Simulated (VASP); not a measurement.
Here is a VASP 6.6.1 calculation.

File INCAR:

```
ALGO = Normal
EDIFF = 1E-6
ENCUT = 500
GGA = PE
GGA_COMPAT = False
ISIF = 2
ISMEAR = 1
LASPH = True
LCHARG = True
LELF = True
LREAL = False
LVHAR = True
LWAVE = False
NBANDS = 13
NELM = 120
PREC = Accurate
SIGMA = 0.01
```

KPOINTS

```
k-points
0
Gamma
  10 10 10
```

Contents of POSCAR:

```
Mo
1.0
   -1.5734150000      1.5734150000      1.5734150000
    1.5734150000     -1.5734150000      1.5734150000
    1.5734150000      1.5734150000     -1.5734150000
Mo
1
Direct
    0.0000000000      0.0000000000      0.0000000000
```

Potentials or basis: VASP PAW PBE potentials, release 64 (Mo_sv).

Command:

```console
$ cat potpaw_PBE.64/Mo_sv/POTCAR > POTCAR
$ mpirun -np 1 vasp_std > vasp.out
```

Predict the pressure.

3.4 GPa.

What does it give for the band gap on the k mesh?

Zero (band 7 reaches 16.67 eV, above the bottom of band 8 at 11.29 eV).
